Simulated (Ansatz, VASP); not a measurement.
**Two plane-wave programs on BN**

File INCAR:

```
SYSTEM = BN
PREC     = Accurate       ! precision mode
ENCUT    = 520            ! plane-wave cutoff, eV
EDIFF    = 1E-6           ! SCF threshold, eV
ISMEAR   = 0              ! smearing method
SIGMA    = 0.05           ! smearing width, eV
LREAL    = .False.        ! projectors in reciprocal space
LASPH    = .True.         ! aspherical terms in the spheres
NELM     = 100            ! most SCF steps
ALGO     = Normal         ! electronic algorithm
ISIF     = 2              ! what is computed and relaxed
LWAVE    = .False.        ! write WAVECAR
LCHARG   = .False.        ! write CHGCAR
GGA      = PS             ! functional
NBANDS   = 16             ! bands
```

Contents of KPOINTS:

```
regular mesh
0
Gamma
  12 12 6
  0 0 0
```

The input POSCAR:

```
BN
1.0
    2.5539396017      0.0000000000      0.0000000000
   -1.2769698009      2.2117765748      0.0000000000
    0.0000000000      0.0000000000      4.2268550000
B N
2 2
Direct
    0.6666666667      0.3333333333      0.9997240000
    0.3333333333      0.6666666667      0.4997240000
    0.7540105546      0.3972734970      0.6016177482
    0.3333333333      0.6666666667      0.1252760000
```

Input for Ansatz:

```yaml
crystal:
  lattice:
    - [2.5539396017, 0.0, 0.0]
    - [-1.2769698009, 2.2117765748, 0.0]
    - [0.0, 0.0, 4.226855]
  atoms:
    - { symbol: B, position: [0.6666666667, 0.3333333333, 0.999724] }
    - { symbol: B, position: [0.3333333333, 0.6666666667, 0.499724] }
    - { symbol: "N", position: [0.7540105546, 0.397273497, 0.6016177482] }
    - { symbol: "N", position: [0.3333333333, 0.6666666667, 0.125276] }
basis:
  ecutwfc: 650.0
kpoints:
  mp_grid: { grid: [12, 12, 6] }
hamiltonian:
  xc: pbesol
scf:
  occupations: { method: gaussian, width: 0.05 }
output:
  forces: true
  stress: true
  eigenvalues: true
```

Alike in both runs: task single point; functional PBEsol; k mesh 12 × 12 × 6; occupations gaussian, width 0.05 eV; no spin polarisation.

|  | VASP | Ansatz |
| --- | --- | --- |
| version | VASP 6.6.1 | Ansatz 0.2.0 |
| potentials or method | VASP PAW PBE potentials, release 64 (B, N), cutoff 520 eV | scalar-relativistic, plane waves, PAW |
| valence electrons in the cell | 16 | 16 |

Ansatz gave:

```
gap on the k mesh at the Fermi level (eV)                     : 4.83
least direct gap on the mesh (eV)                             : 7.16
pressure (GPa)                                                : 4.8
traceless stress, the component that is largest in VASP (GPa) : 11.95
rms of the force components (eV/Å)                            : 3.269
```

Question: Which values does VASP return?

Answer: gap on the k mesh at the Fermi level (eV): 4.81; least direct gap on the mesh (eV): 7.16; pressure (GPa): 5.3; traceless stress, the component that is largest in VASP (GPa): 12.08; rms of the force components (eV/Å): 3.280.

VASP's potentials were made for PBE, not for PBEsol. Atom by atom the forces differ by 0.013 eV/Å (rms over components).
